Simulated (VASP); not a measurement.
Set up this calculation in VASP 6.6.1, as the native input.

* Task: single point
* Functional: PBE
* Potentials or basis: VASP PAW PBE potentials, release 64 (Ge_d, Pt)
* Cutoff: 520 eV
* k mesh: 6 × 10 × 6
* Occupations: methfessel-paxton, width 0.2 eV
* Spin: no spin polarisation
* Dipole correction: no
* Further INCAR settings: ALGO = Normal; EDIFF = 1e-06; NBANDS = 58

The structure of GePt lies in POSCAR:

```
GePt
1.0
    5.8294734407      0.0000000000      0.0000000000
    0.0000000000      3.7439451013      0.0000000000
    0.0000000000      0.0000000000      6.1871685033
Ge Pt
4 4
Direct
    0.1867155114      0.2500000000      0.5875259966
    0.3132844886      0.7500000000      0.0875259966
    0.6867155114      0.2500000000      0.9124740034
    0.8132844886      0.7500000000      0.4124740034
    0.9981852685      0.2500000000      0.1929227300
    0.5018147315      0.7500000000      0.6929227300
    0.4981852685      0.2500000000      0.3070772700
    0.0018147315      0.7500000000      0.8070772700
```

The input as run:

INCAR

```
PREC     = Accurate       # precision mode
ENCUT    = 520            # plane-wave cutoff, eV
EDIFF    = 1E-6           # SCF threshold, eV
ISMEAR   = 1              # smearing method
SIGMA    = 0.2            # smearing width, eV
LREAL    = F              # projectors in reciprocal space
LASPH    = T              # aspherical terms in the spheres
NELM     = 60             # most SCF steps
ALGO     = Normal         # electronic algorithm
ISIF     = 2              # what is computed and relaxed
LWAVE    = F              # write WAVECAR
LCHARG   = T              # write CHGCAR
GGA      = PE             # functional
LELF     = T              # ELF
LVHAR    = T            
NBANDS   = 58             # bands
```

KPOINTS

```
regular mesh
0
Gamma
  6 10 6
```

Potentials or basis: VASP PAW PBE potentials, release 64 (Ge_d, Pt).

Run with:

```sh
$ cat potpaw_PBE.64/Ge_d/POTCAR potpaw_PBE.64/Pt/POTCAR > POTCAR
$ mpirun -np 1 vasp_std > vasp.out
```

Results of the run:

```json
{
 "Pressure": "0.0 GPa",
 "Largest force": "0.006 eV/Å",
 "Band gap on the k mesh": "zero (bands 48 and 49 overlap by 1.36 eV)"
}
```

Caveat: spin-orbit coupling is left out, which moves the levels of the heavy elements.

Wall time 4.6 min on 1 thread of Intel(R) Xeon(R) 6975P-C (Granite Rapids), with other jobs on the host, peak memory 0.64 GiB.
